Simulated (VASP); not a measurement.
# Al in VASP: single point with PBE

Aim: the single point of Al with PBE.

All numbers are computed with VASP 6.6.1; they aren't measurements. Logs are shortened: lines on timing, memory, paths and dates and some standing lists are left out, and cuts for length are marked.

## 1. The cell of the first run

The cell holds a slab with vacuum, 46 atoms: a = 8.570 Å, b = 8.570 Å, c = 20.080 Å, α = 90.00°, β = 90.00°, γ = 90.00°.

## 2. Single point, PBE

Contents of INCAR:

```
SYSTEM = Al
PREC = Accurate
ENCUT = 520
EDIFF = 1E-6
ISMEAR = 0
SIGMA = 0.1
LREAL = Auto
LASPH = .True.
NELM = 100
ALGO = Normal
ISIF = 2
LWAVE = .False.
LCHARG = .False.
GGA = PE
NBANDS = 98
```

Contents of KPOINTS:

```
Automatic mesh
0
Gamma
  4 4 1
  0 0 0
```

Contents of POSCAR:

```
Al
1.0
    8.5701341880      0.0000000000      0.0000000000
    0.0000000000      8.5701341880      0.0000000000
    0.0000000000      0.0000000000     20.0800000000
Al
46
Direct
    0.0000000000      0.0000000000      0.2988047800
    0.3333333300      0.0000000000      0.2988047800
    0.6666666700      0.0000000000      0.2988047800
    0.0000000000      0.3333333300      0.2988047800
    0.3333333300      0.3333333300      0.2988047800
    0.6666666700      0.3333333300      0.2988047800
    0.0000000000      0.6666666700      0.2988047800
    0.3333333300      0.6666666700      0.2988047800
    0.6666666700      0.6666666700      0.2988047800
    0.1666666700      0.1666666700      0.3994023900
    0.5000000000      0.1666666700      0.3994023900
    0.8333333300      0.1666666700      0.3994023900
    0.1666666700      0.5000000000      0.3994023900
    0.5000000000      0.5000000000      0.3994023900
    0.8333333300      0.5000000000      0.3994023900
    0.1666666700      0.8333333300      0.3994023900
    0.5000000000      0.8333333300      0.3994023900
    0.8333333300      0.8333333300      0.3994023900
    0.0000000000      0.0000000000      0.5000000000
    0.3333333300      0.0000000000      0.5000000000
    0.6666666700      0.0000000000      0.5000000000
    0.0000000000      0.3333333300      0.5000000000
    0.3333333300      0.3333333300      0.5000000000
    0.6666666700      0.3333333300      0.5000000000
    0.0000000000      0.6666666700      0.5000000000
    0.3333333300      0.6666666700      0.5000000000
    0.6666666700      0.6666666700      0.5000000000
    0.1666666700      0.1666666700      0.6005976100
    0.5000000000      0.1666666700      0.6005976100
    0.8333333300      0.1666666700      0.6005976100
    0.1666666700      0.5000000000      0.6005976100
    0.5000000000      0.5000000000      0.6005976100
    0.8333333300      0.5000000000      0.6005976100
    0.1666666700      0.8333333300      0.6005976100
    0.5000000000      0.8333333300      0.6005976100
    0.8333333300      0.8333333300      0.6005976100
    0.0000000000      0.0000000000      0.7011952200
    0.3333333300      0.0000000000      0.7011952200
    0.6666666700      0.0000000000      0.7011952200
    0.0000000000      0.3333333300      0.7011952200
    0.3333333300      0.3333333300      0.7011952200
    0.6666666700      0.3333333300      0.7011952200
    0.0000000000      0.6666666700      0.7011952200
    0.3333333300      0.6666666700      0.7011952200
    0.6666666700      0.6666666700      0.7011952200
    0.1690003500      0.1678335100      0.7917330700
```

Potentials or basis: VASP PAW PBE potentials, release 64 (Al).

Started as:

```console
cat potpaw_PBE.64/Al/POTCAR > POTCAR
mpirun -np 1 vasp_std > vasp.out
```

OUTCAR:

```text
SYSTEM = Al
   PREC = Accurate
   ENCUT = 520
   EDIFF = 1E-6
   ISMEAR = 0
   LREAL = Auto
   LASPH = .True.
   NELM = 100
   ISIF = 2
   GGA = PE

 ion  position               nearest neighbor table
   1  0.000  0.000  0.299-   2 2.86   3 2.86   4 2.86   7 2.86  10 2.86  12 2.86  16 2.86  18 2.86

   2  0.333  0.000  0.299-   1 2.86   5 2.86   8 2.86  10 2.86  16 2.86  11 2.86  17 2.86   3 2.86

   3  0.667  0.000  0.299-   1 2.86   6 2.86   9 2.86  12 2.86  18 2.86  17 2.86  11 2.86   2 2.86

   4  0.000  0.333  0.299-   1 2.86   5 2.86   6 2.86  10 2.86  12 2.86  13 2.86  15 2.86   7 2.86

   5  0.333  0.333  0.299-  10 2.86   4 2.86   2 2.86  11 2.86  13 2.86  14 2.86   6 2.86   8 2.86

   6  0.667  0.333  0.299-  12 2.86   4 2.86   3 2.86  11 2.86  15 2.86  14 2.86   5 2.86   9 2.86
[... 73 lines left out ...]
  43  0.000  0.667  0.701-  37 2.86  44 2.86  45 2.86  36 2.86  34 2.86  33 2.86  31 2.86  40 2.86

  44  0.333  0.667  0.701-  34 2.86  38 2.86  43 2.86  31 2.86  35 2.86  32 2.86  41 2.86  45 2.86

  45  0.667  0.667  0.701-  36 2.86  39 2.86  43 2.86  35 2.86  33 2.86  32 2.86  42 2.86  44 2.86

  46  0.169  0.168  0.792-  41 2.70  38 2.71  40 2.72  37 2.73

  LATTYP: Found a simple tetragonal cell.
 ALAT       =     8.5701341880
 C/A-ratio  =     2.3430204895

  Lattice vectors:

 A1 = (   8.5701341880,   0.0000000000,   0.0000000000)
 A2 = (   0.0000000000,   8.5701341880,   0.0000000000)
 A3 = (   0.0000000000,   0.0000000000,  20.0800000000)

Analysis of symmetry for initial positions (statically):
=====================================================================
 Subroutine PRICEL returns:
 Original cell was already a primitive cell.

 Routine SETGRP: Setting up the symmetry group for a
 simple tetragonal supercell.

 Subroutine GETGRP returns: Found  1 space group operations
 (whereof  1 operations were pure point group operations)
 out of a pool of 16 trial point group operations.

The static configuration has the point symmetry C_1 .

Analysis of symmetry for dynamics (positions and initial velocities):
=====================================================================
 Subroutine PRICEL returns:
 Original cell was already a primitive cell.

 Routine SETGRP: Setting up the symmetry group for a
 simple tetragonal supercell.

 Subroutine GETGRP returns: Found  1 space group operations
 (whereof  1 operations were pure point group operations)
 out of a pool of 16 trial point group operations.

The dynamic configuration has the point symmetry C_1 .

 Subroutine INISYM returns: Found  1 space group operations
 (whereof  1 operations are pure point group operations),
 and found     1 'primitive' translations

----------------------------------------------------------------------------------------

                                     Primitive cell

  volume of cell :    1474.8198

  direct lattice vectors                    reciprocal lattice vectors
     8.570134188  0.000000000  0.000000000     0.116684287  0.000000000  0.000000000
     0.000000000  8.570134188  0.000000000     0.000000000  0.116684287  0.000000000
     0.000000000  0.000000000 20.080000000     0.000000000  0.000000000  0.049800797

  length of vectors
     8.570134188  8.570134188 20.080000000     0.116684287  0.116684287  0.049800797

  position of ions in fractional coordinates (direct lattice)
     0.000000000  0.000000000  0.298804780
     0.333333330  0.000000000  0.298804780
     0.666666670  0.000000000  0.298804780
     0.000000000  0.333333330  0.298804780
     0.333333330  0.333333330  0.298804780
     0.666666670  0.333333330  0.298804780
[... 38 lines left out ...]
     0.666666670  0.666666670  0.701195220
     0.169000350  0.167833510  0.791733070

  ion indices of the primitive-cell ions
   primitive index   ion index
                 1           1
                 2           2
                 3           3
                 4           4
                 5           5
                 6           6
[... 38 lines left out ...]
                45          45
                46          46

----------------------------------------------------------------------------------------

 KPOINTS: Automatic mesh

Automatic generation of k-mesh.
 Grid dimensions read from file:
 generate k-points for:    4    4    1

 Generating k-lattice:

  Cartesian coordinates                     Fractional coordinates (reciprocal lattice)
     0.029171072  0.000000000  0.000000000     0.250000000  0.000000000  0.000000000
     0.000000000  0.029171072  0.000000000     0.000000000  0.250000000  0.000000000
     0.000000000  0.000000000  0.049800797     0.000000000  0.000000000  1.000000000

  Length of vectors
     0.029171072  0.029171072  0.049800797

  Shift w.r.t. Gamma in fractional coordinates (k-lattice)
     0.000000000  0.000000000  0.000000000

 Subroutine IBZKPT returns following result:
 ===========================================

 Found     10 irreducible k-points:

 Following reciprocal coordinates:
            Coordinates               Weight
  0.000000  0.000000  0.000000      1.000000
  0.250000  0.000000  0.000000      2.000000
  0.000000  0.250000  0.000000      2.000000
  0.500000  0.000000  0.000000      1.000000
  0.000000  0.500000  0.000000      1.000000
  0.250000  0.250000  0.000000      2.000000
 -0.250000  0.250000  0.000000      2.000000
  0.500000  0.250000  0.000000      2.000000
 -0.250000  0.500000  0.000000      2.000000
  0.500000  0.500000  0.000000      1.000000
   k-points           NKPTS =     10   k-points in BZ     NKDIM =     10   number of bands    NBANDS=     98
   number of dos      NEDOS =    301   number of ions     NIONS =     46
   total plane-waves  NPLWV = 614400
   dimension x,y,z NGX =    64 NGY =   64 NGZ =  150
   dimension x,y,z NGXF=   128 NGYF=  128 NGZF=  300
   ions per type =              46
   NGX,Y,Z   is equivalent  to a cutoff of  12.41, 12.41, 12.42 a.u.
   NGXF,Y,Z  is equivalent  to a cutoff of  24.83, 24.83, 24.84 a.u.
 SYSTEM =  Al
   PREC   = accura    normal or accurate (medium, high low for compatibility)
   ISTART =      0    job   : 0-new  1-cont  2-samecut
   ICHARG =      2    charge: 1-file 2-atom 10-const
   ISPIN  =      1    spin polarized calculation?
   LNONCOLLINEAR =      F non collinear calculations
   LSORBIT =      F    spin-orbit coupling
   LASPH  =      T    aspherical Exc in radial PAW
   ENCUT  =  520.0 eV  38.22 Ry    6.18 a.u.  15.93 15.93 37.34*2*pi/ulx,y,z
   NELM   =    100;   NELMIN=  2; NELMDL= -5     # of ELM steps
   EDIFF  = 0.1E-05   stopping-criterion for ELM
   LREAL  =      T    real-space projection
   EDIFFG = 0.1E-04   stopping-criterion for IOM
   NSW    =      0    number of steps for IOM
   IBRION =     -1    ionic relax: 0-MD 1-quasi-New 2-CG
   NFREE  =      0    steps in history (QN), initial steepest desc. (CG)
   ISIF   =      2    stress and relaxation
   ISYM   =      2    0-nonsym 1-usesym 2-fastsym
   POTIM  = 0.5000    time-step for ionic-motion
   TEBEG  =    0.0;   TEEND  =   0.0 temperature during run
   PSTRESS=    0.0 pullay stress
   NELECT =     138.0000    total number of electrons
   NUPDOWN=      -1.0000    fix difference up-down
   EMIN   =  10.00;   EMAX   =-10.00  energy-range for DOS
   EFERMI =   0.00;   METHOD = LEGACY
   ISMEAR =     0;   SIGMA  =   0.10  broadening in eV -4-tet -1-fermi 0-gaus
   EFERMI_NEDOS =   21; number of points for ismear=-14 and -15
   IALGO  =     38    algorithm
   IMIX   =      4    mixing-type and parameters
     AMIX     =   0.40;   BMIX     =  1.00
     AMIX_MAG =   1.60;   BMIX_MAG =  1.00
  volume/ion in A,a.u.               =      32.06       216.36
  Fermi-wavevector in a.u.,A,eV,Ry     =   0.743227  1.404496  7.515675  0.552387
  Thomas-Fermi vector in A             =   1.838293
   LORBIT       =      0    0 simple, 1 ext, 2 COOP (PROOUT), +10 PAW based schemes
   GGA     = PE    functional components
   LHFCALC =     F    Hartree Fock is set to
   AEXX    =    0.0000 exact exchange contribution
   IVDW    =     0    specifies the selected vdW correction
   LEPSILON=     F    determine dielectric tensor
   LRPA    =     F    only Hartree local field effects (RPA)
 non-spin polarized calculation
 Gauss-broadening in eV      SIGMA  =   0.10
  energy-cutoff  :      520.00
  volume of cell :     1474.82
 maximum number of plane-waves:     39747
   NGX = 31   NGY = 31   NGZ = 75

 number of electron     138.0000000 magnetization

 Free energy of the ion-electron system (eV)
  ---------------------------------------------------
  ext. energy  EPLUGINS =         0.00000000
  ---------------------------------------------------
  free energy    TOTEN  =      -163.04733422 eV

  energy without entropy =     -162.88476846  energy(sigma->0) =     -162.96605134

 E-fermi :   2.0162     XC(G=0):  -6.2443

 val. band max:        2.0060348792   @ k =   0.2500   0.2500   0.0000
 cond. band min:       2.0268050060   @ k =   0.0000   0.0000   0.0000
 fundamental gap:      0.0207701268
 Fermi energy:         2.0162418615

 k-point     1 :       0.0000    0.0000    0.0000
  band No.  band energies     occupation
      1      -8.7126      2.00000
      2      -7.8332      2.00000
      3      -6.7451      2.00000
      4      -6.7075      2.00000
      5      -6.7075      2.00000
      6      -6.7060      2.00000
[... 829 lines left out ...]
     80       3.2641      0.00000
     81       3.3819      0.00000
 [bands above 81 left out]

------------------------ aborting loop because EDIFF is reached ----------------------------------------

  FORCE on cell =-STRESS in cart. coord.  units (eV):
  Direction    XX          YY          ZZ          XY          YZ          ZX
  --------------------------------------------------------------------------------------
  -------------------------------------------------------------------------------------
  Total      -12.2041944    -12.2012983      5.5730335      0.0013633     -0.0554176     -0.1085773
  in kB      -13.2580834    -13.2549373      6.0542909      0.0014811     -0.0602031     -0.1179534
  external PRESSURE =      -6.8195766 kB  Pullay stress =       0.0000000 kB

 VOLUME and BASIS-vectors are now :
 -----------------------------------------------------------------------------
  energy-cutoff  :      520.00
  volume of cell :     1474.82
      direct lattice vectors                 reciprocal lattice vectors
     8.570134188  0.000000000  0.000000000     0.116684287  0.000000000  0.000000000
     0.000000000  8.570134188  0.000000000     0.000000000  0.116684287  0.000000000
     0.000000000  0.000000000 20.080000000     0.000000000  0.000000000  0.049800797

 POSITION                                       TOTAL-FORCE (eV/Angst)
 -----------------------------------------------------------------------------------
      0.00000      0.00000      6.00000         0.009177      0.009185     -0.152269
      2.85671      0.00000      6.00000        -0.009343      0.008495     -0.145559
      5.71342      0.00000      6.00000         0.000685      0.041238     -0.135466
      0.00000      2.85671      6.00000         0.008830     -0.009668     -0.145985
      2.85671      2.85671      6.00000        -0.010138     -0.010119     -0.147125
      5.71342      2.85671      6.00000         0.001817     -0.042472     -0.138018
[... 38 lines left out ...]
      5.71342      5.71342     14.08000         0.001056      0.001519      0.130149
      1.44836      1.43836     15.89800        -0.053324     -0.027101      0.044203
 -----------------------------------------------------------------------------------
    total drift:                                0.002096      0.000817      0.001457

  FREE ENERGIE OF THE ION-ELECTRON SYSTEM (eV)
  ---------------------------------------------------
  free  energy   TOTEN  =      -163.0473342212 eV

  energy  without entropy=     -162.8847684571  energy(sigma->0) =     -162.96605134
```

Wall time 56 min (1 thread of Intel Xeon Platinum 8259CL at 2.50GHz (Skylake/Cascade Lake), shared host); peak memory 1.6 GiB.

What came out:

```yaml
Free_energy: -163.0473 eV
Largest_force: 0.323 eV/Å
Band_gap_on_the_k_mesh: zero (bands 69 and 70 overlap by 0.30 eV)
```

Forces on the atoms (eV/Å):
```
Al   0.009  0.009 -0.152
Al  -0.009  0.008 -0.146
Al   0.001  0.041 -0.135
Al   0.009 -0.010 -0.146
Al  -0.010 -0.010 -0.147
Al   0.002 -0.042 -0.138
Al   0.042  0.001 -0.135
Al  -0.042  0.002 -0.138
Al   0.001  0.001 -0.068
Al   0.002  0.002  0.112
Al  -0.021  0.002  0.109
Al   0.019  0.002  0.107
Al   0.002 -0.021  0.109
Al  -0.041 -0.041  0.117
Al   0.039 -0.040  0.114
Al   0.002  0.019  0.107
Al  -0.040  0.040  0.115
Al   0.039  0.038  0.112
Al  -0.055 -0.054 -0.027
Al   0.055 -0.055 -0.027
Al  -0.002  0.004  0.017
Al  -0.055  0.054 -0.027
Al   0.055  0.055 -0.027
Al  -0.001 -0.004  0.018
Al   0.004 -0.001  0.017
Al  -0.004  0.000  0.018
Al   0.000  0.000  0.004
Al  -0.001  0.000 -0.030
Al   0.003  0.002 -0.088
Al   0.001  0.002 -0.082
Al   0.001  0.001 -0.087
Al  -0.035 -0.035 -0.123
Al   0.032 -0.035 -0.122
Al   0.001  0.000 -0.083
Al  -0.035  0.033 -0.121
Al   0.032  0.032 -0.120
Al  -0.177 -0.175  0.153
Al   0.201 -0.206  0.116
Al   0.003 -0.011  0.104
Al  -0.192  0.187  0.131
Al   0.216  0.218  0.101
Al   0.004  0.010  0.105
Al  -0.011  0.002  0.104
Al   0.010  0.003  0.105
Al   0.001  0.002  0.130
Al  -0.053 -0.027  0.044
```

Levels at points of the mesh, in eV from the Fermi level:
```
           k point  band 66  band 67  band 68  band 69  band 70  band 71  band 72  band 73
(0.00, 0.00, 0.00)    -0.36    -0.34    -0.29    -0.29    -0.17     0.01     0.01     0.02
(0.50, 0.00, 0.00)    -0.13    -0.12    -0.06    -0.04    -0.04     0.08     0.26     0.27
(0.00, 0.50, 0.00)    -0.13    -0.12    -0.06    -0.04    -0.04     0.08     0.26     0.27
(0.50, 0.50, 0.00)    -0.22    -0.07     0.13     0.13     0.53     0.59     0.89     1.10
```

Caveat: there is no dipole correction, which matters where the two faces differ.

The gap in the log of VASP goes by the Fermi energy; the results here count the filled bands.